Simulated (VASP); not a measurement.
**Os: single point with BLYP**

The system is Os.

```
Os
1.0
     2.67829    0.00000    0.00000
    -1.33914    2.31946    0.00000
     0.00000    0.00000    4.23152
Os
2
Direct
  0.66667 0.33333 0.75000
  0.33333 0.66667 0.25000
```

| Property | Result |
| --- | --- |
| Program | VASP 6.6.1 |
| Task | single point |
| Functional | BLYP |
| Potentials or basis | VASP PAW PBE potentials, release 64 (Os) |
| Cutoff | 520 eV |
| k mesh | 11 × 11 × 6 |
| Occupations | fermi-dirac, width 0.05 eV |
| Spin | no spin polarisation |
| Dipole correction | no |
| Further INCAR settings | ALGO = Fast; EDIFF = 1e-07; NBANDS = 15 |

```json
{
 "Pressure": "64.5 GPa",
 "Band gap on the k mesh": "zero (band 8 reaches 13.38 eV, above the bottom of band 9 at 9.07 eV)"
}
```

Stress tensor (GPa, compression positive):
```
63.51  0.00  0.00
 0.00 63.51  0.00
 0.00  0.00 66.35
```

Levels at points of the mesh, in eV from the Fermi level:
| k point | band 5 | band 6 | band 7 | band 8 | band 9 | band 10 | band 11 | band 12 |
| --- | --- | --- | --- | --- | --- | --- | --- | --- |
| (0.00, 0.00, 0.00) | -3.05 | -2.40 | -2.40 | -1.69 | -1.69 | 0.43 | 1.89 | 1.89 |
| (0.00, 0.00, 0.50) | -3.53 | -3.53 | -3.53 | -3.53 | 1.03 | 1.03 | 1.03 | 1.03 |

Run time: 28 s on 1 thread of AMD EPYC 7R13 Processor (Zen 3), on a shared host, peak memory 0.12 GiB.

Caveat: the PAW data sets were made with another functional, which shifts forces and pressure a little; spin-orbit coupling is left out, which moves the levels of the heavy elements.
